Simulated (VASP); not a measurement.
# Si (P6/mmm) in VASP: further runs

Runs on Si. Level: LDA. Tasks: single point.

All numbers are computed with VASP 6.6.1; they aren't measurements. Logs are shortened: lines on timing, memory, paths and dates and some standing lists are left out, and cuts for length are marked.

## Step 1: The cell of the first run

It takes space group P6/mmm (No. 191, hexagonal). Conventional cell: a = 2.752 Å, b = 2.752 Å, c = 2.466 Å, α = 90.00°, β = 90.00°, γ = 120.00°. Si (site symmetry 6/mmm) has 8 Si at 2.47 to 2.75 Å within 3.3 Å.

This isn't the form of Si at room conditions, which is diamond.

## Step 2: Single point, LDA (strain +0.050 along x and y, +0.000 along z)

INCAR reads:

```
PREC     = Accurate       # precision mode
ENCUT    = 520            # plane-wave cutoff, eV
EDIFF    = 1E-7           # SCF threshold, eV
ISMEAR   = 0              # smearing method
SIGMA    = 0.15           # smearing width, eV
LREAL    = False          # projectors in reciprocal space
LASPH    = True           # aspherical terms in the spheres
NELM     = 80             # most SCF steps
ALGO     = Normal         # electronic algorithm
ISIF     = 2              # what is computed and relaxed
LWAVE    = False          # write WAVECAR
LCHARG   = False          # write CHGCAR
NBANDS   = 8              # bands
```

KPOINTS reads:

```
regular mesh
0
Gamma
  24 24 20
```

POSCAR reads:

```
Si
1.0
    2.7515699556      0.0000000000      0.0000000000
   -1.3757849778      2.3829294819      0.0000000000
    0.0000000000      0.0000000000      2.4663543900
Si
1
Direct
    0.0000000000      0.0000000000      0.0000000000
```

Potentials or basis: VASP PAW LDA potentials, release 64 (Si).

Run with:

```console
$ cat potpaw_LDA.64/Si/POTCAR > POTCAR
$ mpirun -np 1 vasp_std > vasp.out
```

OUTCAR:

```text
PREC = Accurate
   ENCUT = 520
   EDIFF = 1E-7
   ISMEAR = 0
   LREAL = False
   LASPH = True
   NELM = 80
   ISIF = 2

 ion  position               nearest neighbor table
   1  0.000  0.000  0.000-

  LATTYP: Found a hexagonal cell.
 ALAT       =     2.7515699556
 C/A-ratio  =     0.8963444251

  Lattice vectors:

 A1 = (   2.7515699556,   0.0000000000,   0.0000000000)
 A2 = (  -1.3757849778,   2.3829294819,   0.0000000000)
 A3 = (   0.0000000000,   0.0000000000,   2.4663543900)

Analysis of symmetry for initial positions (statically):
=====================================================================
 Subroutine PRICEL returns:
 Original cell was already a primitive cell.

 Routine SETGRP: Setting up the symmetry group for a
 hexagonal supercell.

 Subroutine GETGRP returns: Found 24 space group operations
 (whereof 24 operations were pure point group operations)
 out of a pool of 24 trial point group operations.

The static configuration has the point symmetry D_6h.

Analysis of symmetry for dynamics (positions and initial velocities):
=====================================================================
 Subroutine PRICEL returns:
 Original cell was already a primitive cell.

 Routine SETGRP: Setting up the symmetry group for a
 hexagonal supercell.

 Subroutine GETGRP returns: Found 24 space group operations
 (whereof 24 operations were pure point group operations)
 out of a pool of 24 trial point group operations.

The dynamic configuration has the point symmetry D_6h.

 Subroutine INISYM returns: Found 24 space group operations
 (whereof 24 operations are pure point group operations),
 and found     1 'primitive' translations

----------------------------------------------------------------------------------------

                                     Primitive cell

  volume of cell :      16.1714

  direct lattice vectors                    reciprocal lattice vectors
     2.751569956  0.000000000  0.000000000     0.363428885  0.209825764  0.000000000
    -1.375784978  2.382929482  0.000000000     0.000000000  0.419651529  0.000000000
     0.000000000  0.000000000  2.466354390     0.000000000  0.000000000  0.405456736

  length of vectors
     2.751569956  2.751569956  2.466354390     0.419651529  0.419651529  0.405456736

  position of ions in fractional coordinates (direct lattice)
     0.000000000  0.000000000  0.000000000

  ion indices of the primitive-cell ions
   primitive index   ion index
                 1           1

----------------------------------------------------------------------------------------

 KPOINTS: regular mesh

Automatic generation of k-mesh.
 Grid dimensions read from file:
 generate k-points for:   24   24   20

 Generating k-lattice:

  Cartesian coordinates                     Fractional coordinates (reciprocal lattice)
     0.015142870  0.008742740  0.000000000     0.041666667 -0.000000000  0.000000000
     0.000000000  0.017485480  0.000000000     0.000000000  0.041666667  0.000000000
     0.000000000  0.000000000  0.020272837     0.000000000  0.000000000  0.050000000

  Length of vectors
     0.017485480  0.017485480  0.020272837

  Shift w.r.t. Gamma in fractional coordinates (k-lattice)
     0.000000000  0.000000000  0.000000000

 Subroutine IBZKPT returns following result:
 ===========================================

 Found    671 irreducible k-points:

 Following reciprocal coordinates:
            Coordinates               Weight
  0.000000  0.000000  0.000000      1.000000
  0.041667  0.000000  0.000000      6.000000
  0.083333  0.000000  0.000000      6.000000
  0.125000 -0.000000  0.000000      6.000000
  0.166667  0.000000  0.000000      6.000000
  0.208333  0.000000  0.000000      6.000000
[... 16 lines left out ...]
  0.416667  0.041667  0.000000     12.000000
  0.458333  0.041667  0.000000     12.000000
 [... further k-points ...]
   k-points           NKPTS =    671   k-points in BZ     NKDIM =    671   number of bands    NBANDS=      8
   number of dos      NEDOS =    301   number of ions     NIONS =      1
   total plane-waves  NPLWV =   7200
   dimension x,y,z NGX =    20 NGY =   20 NGZ =   18
   dimension x,y,z NGXF=    40 NGYF=   40 NGZF=   36
   ions per type =               1
   NGX,Y,Z   is equivalent  to a cutoff of  12.08, 12.08, 12.13 a.u.
   NGXF,Y,Z  is equivalent  to a cutoff of  24.17, 24.17, 24.27 a.u.
 SYSTEM =  unknown system
   PREC   = accura    normal or accurate (medium, high low for compatibility)
   ISTART =      0    job   : 0-new  1-cont  2-samecut
   ICHARG =      2    charge: 1-file 2-atom 10-const
   ISPIN  =      1    spin polarized calculation?
   LNONCOLLINEAR =      F non collinear calculations
   LSORBIT =      F    spin-orbit coupling
   LASPH  =      T    aspherical Exc in radial PAW
   ENCUT  =  520.0 eV  38.22 Ry    6.18 a.u.   5.12  5.12  4.59*2*pi/ulx,y,z
   NELM   =     80;   NELMIN=  2; NELMDL= -5     # of ELM steps
   EDIFF  = 0.1E-06   stopping-criterion for ELM
   LREAL  =      F    real-space projection
   EDIFFG = 0.1E-05   stopping-criterion for IOM
   NSW    =      0    number of steps for IOM
   IBRION =     -1    ionic relax: 0-MD 1-quasi-New 2-CG
   NFREE  =      0    steps in history (QN), initial steepest desc. (CG)
   ISIF   =      2    stress and relaxation
   ISYM   =      2    0-nonsym 1-usesym 2-fastsym
   POTIM  = 0.5000    time-step for ionic-motion
   TEBEG  =    0.0;   TEEND  =   0.0 temperature during run
   PSTRESS=    0.0 pullay stress
   NELECT =       4.0000    total number of electrons
   NUPDOWN=      -1.0000    fix difference up-down
   EMIN   =  10.00;   EMAX   =-10.00  energy-range for DOS
   EFERMI =   0.00;   METHOD = LEGACY
   ISMEAR =     0;   SIGMA  =   0.15  broadening in eV -4-tet -1-fermi 0-gaus
   EFERMI_NEDOS =   21; number of points for ismear=-14 and -15
   IALGO  =     38    algorithm
   IMIX   =      4    mixing-type and parameters
     AMIX     =   0.40;   BMIX     =  1.00
     AMIX_MAG =   1.60;   BMIX_MAG =  1.00
  volume/ion in A,a.u.               =      16.17       109.13
  Fermi-wavevector in a.u.,A,eV,Ry     =   1.027651  1.941979 14.368665  1.056067
  Thomas-Fermi vector in A             =   2.161607
   LORBIT       =      0    0 simple, 1 ext, 2 COOP (PROOUT), +10 PAW based schemes
   GGA     = CA    functional components
   LHFCALC =     F    Hartree Fock is set to
   AEXX    =    0.0000 exact exchange contribution
   IVDW    =     0    specifies the selected vdW correction
   LEPSILON=     F    determine dielectric tensor
   LRPA    =     F    only Hartree local field effects (RPA)
 non-spin polarized calculation
 Gauss-broadening in eV      SIGMA  =   0.15
  energy-cutoff  :      520.00
  volume of cell :       16.17
 maximum number of plane-waves:       453
   NGX = 11   NGY = 11   NGZ =  9

 number of electron       4.0000000 magnetization

 Free energy of the ion-electron system (eV)
  ---------------------------------------------------
  ext. energy  EPLUGINS =         0.00000000
  ---------------------------------------------------
  free energy    TOTEN  =        -5.67849783 eV

  energy without entropy =       -5.67359922  energy(sigma->0) =       -5.67604853

 E-fermi :   8.4516     XC(G=0): -10.7617

 val. band max:        8.4397926743   @ k =   0.2500   0.0833   0.2500
 cond. band min:       8.4730930741   @ k =   0.3750   0.0833   0.4000
 fundamental gap:      0.0333003998
 Fermi energy:         8.4516462837

 k-point     1 :       0.0000    0.0000    0.0000
  band No.  band energies     occupation
      1      -4.8185      2.00000
      2      16.2548      0.00000
      3      16.8158      0.00000
      4      16.8158      0.00000
      5      17.1291      0.00000
      6      19.8386      0.00000
      7      19.8386      0.00000
      8      24.9992      0.00000

 k-point     2 :       0.0417    0.0000    0.0000
  band No.  band energies     occupation
      1      -4.7748      2.00000
      2      15.5913      0.00000
      3      16.5849      0.00000
      4      17.1395      0.00000
      5      17.1649      0.00000
      6      19.7408      0.00000
      7      20.1465      0.00000
      8      25.4724      0.00000

 k-point     3 :       0.0833    0.0000    0.0000
  band No.  band energies     occupation
      1      -4.6436      2.00000
      2      14.4603      0.00000
      3      16.0667      0.00000
      4      17.2640      0.00000
      5      17.2722      0.00000
      6      19.6628      0.00000
      7      20.8955      0.00000
      8      26.4582      0.00000

 k-point     4 :       0.1250   -0.0000    0.0000
  band No.  band energies     occupation
      1      -4.4254      2.00000
      2      13.1418      0.00000
      3      15.4714      0.00000
      4      17.0458      0.00000
      5      17.4504      0.00000
      6      19.8168      0.00000
      7      21.8742      0.00000
      8      27.0661      0.00000

 k-point     5 :       0.1667    0.0000    0.0000
  band No.  band energies     occupation
      1      -4.1205      2.00000
      2      11.7348      0.00000
      3      14.8887      0.00000
      4      16.6527      0.00000
      5      17.6984      0.00000
      6      20.1531      0.00000
      7      22.9906      0.00000
      8      27.7592      0.00000

 k-point     6 :       0.2083    0.0000    0.0000
  band No.  band energies     occupation
      1      -3.7298      2.00000
      2      10.3037      0.00000
      3      14.3526      0.00000
      4      16.2169      0.00000
      5      18.0146      0.00000
      6      20.5946      0.00000
      7      24.2068      0.00000
      8      28.5009      0.00000

 k-point     7 :       0.2500   -0.0000    0.0000
  band No.  band energies     occupation
      1      -3.2543      2.00000
      2       8.8881      0.00004
      3      13.8775      0.00000
      4      15.7978      0.00000
      5      18.3961      0.00000
      6      21.1103      0.00000
      7      25.5022      0.00000
      8      28.9483      0.00000
[... 133 lines left out ...]
 k-point    20 :       0.2917    0.0417    0.0000
  band No.  band energies     occupation
      1      -2.3540      2.00000
      2       6.8709      2.00000
      3      12.6072      0.00000
      4      15.9661      0.00000
      5      19.1044      0.00000
      6      22.0027      0.00000
      7      27.2567      0.00000
      8      27.3916      0.00000

 k-point    21 :       0.3333    0.0417    0.0000
  band No.  band energies     occupation
      1      -1.6770      2.00000
      2       5.5867      2.00000
      3      12.2964      0.00000
      4      15.6950      0.00000
      5      19.6177      0.00000
      6      22.6581      0.00000
      7      26.4143      0.00000
      8      28.5356      0.00000

 k-point    22 :       0.3750    0.0417    0.0000
  band No.  band energies     occupation
      1      -0.9302      2.00000
      2       4.3799      2.00000
      3      12.0629      0.00000
      4      15.4862      0.00000
      5      20.1506      0.00000
      6      23.3283      0.00000
      7      25.5239      0.00000
      8      28.8718      0.00000

 k-point    23 :       0.4167    0.0417    0.0000
  band No.  band energies     occupation
      1      -0.1385      2.00000
      2       3.2795      2.00000
      3      11.9071      0.00000
      4      15.3447      0.00000
      5      20.6472      0.00000
      6      23.9500      0.00000
      7      24.7848      0.00000
      8      28.3021      0.00000

 k-point    24 :       0.4583    0.0417    0.0000
  band No.  band energies     occupation
      1       0.5727      2.00000
      2       2.4133      2.00000
      3      11.8291      0.00000
      4      15.2733      0.00000
      5      20.9825      0.00000
      6      24.3270      0.00000
      7      24.3731      0.00000
      8      27.8536      0.00000

 [... further k-points ...]

------------------------ aborting loop because EDIFF is reached ----------------------------------------

  FORCE on cell =-STRESS in cart. coord.  units (eV):
  Direction    XX          YY          ZZ          XY          YZ          ZX
  --------------------------------------------------------------------------------------
  -------------------------------------------------------------------------------------
  Total       -1.1081715     -1.1081715     -0.4895526      0.0000000     -0.0000000      0.0000000
  in kB     -109.7919116   -109.7919116    -48.5023425      0.0000000     -0.0000000      0.0000000
  external PRESSURE =     -89.3620552 kB  Pullay stress =       0.0000000 kB

 VOLUME and BASIS-vectors are now :
 -----------------------------------------------------------------------------
  energy-cutoff  :      520.00
  volume of cell :       16.17
      direct lattice vectors                 reciprocal lattice vectors
     2.751569956  0.000000000  0.000000000     0.363428885  0.209825764  0.000000000
    -1.375784978  2.382929482  0.000000000     0.000000000  0.419651529  0.000000000
     0.000000000  0.000000000  2.466354390     0.000000000  0.000000000  0.405456736

 POSITION                                       TOTAL-FORCE (eV/Angst)
 -----------------------------------------------------------------------------------
      0.00000      0.00000      0.00000         0.000000      0.000000      0.000000
 -----------------------------------------------------------------------------------
    total drift:                                0.000000      0.000000      0.000000

  FREE ENERGIE OF THE ION-ELECTRON SYSTEM (eV)
  ---------------------------------------------------
  free  energy   TOTEN  =        -5.6784978306 eV

  energy  without entropy=       -5.6735992201  energy(sigma->0) =       -5.67604853
```

It took 63 s on 1 thread of Intel Xeon 8259CL, shared host; peak memory 0.17 GiB.

Results:

```yaml
Free_energy: -5.6785 eV
Pressure: -8.9 GPa
Band_gap_on_the_k_mesh: zero (bands 2 and 3 overlap by 12.01 eV)
```

Levels at points of the mesh, in eV from the Fermi level:
| k point | band 1 | band 2 | band 3 | band 4 | band 5 |
| --- | --- | --- | --- | --- | --- |
| (0.00, 0.00, 0.00) | -13.27 | 7.80 | 8.36 | 8.36 | 8.68 |
| (0.50, 0.00, 0.00) | -7.76 | -6.23 | 4.08 | 6.06 | 12.56 |
| (0.00, 0.00, 0.50) | -8.26 | -6.52 | 11.91 | 11.91 | 14.35 |
| (0.50, 0.00, 0.50) | -2.28 | -2.24 | -1.99 | 1.88 | 7.76 |

Caveat: the cell differs from its parent crystal (strain +0.050 along x and y, +0.000 along z); the cell stands under tension.

[end of part 1 of 2]
